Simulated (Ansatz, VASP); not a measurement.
# One calculation of Ru, two programs

```
CELL_PARAMETERS angstrom
3.00115 0.00000 0.00000
-1.50057 2.59907 0.00000
0.00000 0.00000 3.95221
ATOMIC_POSITIONS crystal
Ru 0.33333 0.66667 0.25000
Ru 0.66667 0.33333 0.75000
```

Alike in both runs: task single point; functional PBE; k mesh 21 × 21 × 12; occupations gaussian, width 0.15 eV; no spin polarisation.

|  | VASP | Ansatz |
| --- | --- | --- |
| version | VASP 6.6.1 | Ansatz 0.2.0 |
| potentials or method | VASP PAW PBE potentials, release 64 (Ru_pv), cutoff 520 eV | scalar-relativistic, plane waves, PAW |
| valence electrons in the cell | 28 | 32 |

```tsv
	VASP	Ansatz	Ansatz less VASP
gap on the k mesh at the Fermi level (eV)	none	none	-
pressure (GPa)	-17.6	-17.5	+0.09
traceless stress, the component that is largest in VASP (GPa)	25.57	25.60	+0.029
```

A gap of «none» marks a metal or a gap that the smearing closes. VASP's potentials hold 28 valence electrons a cell and Ansatz's 32, so a difference there can come from the potentials and not from the codes.
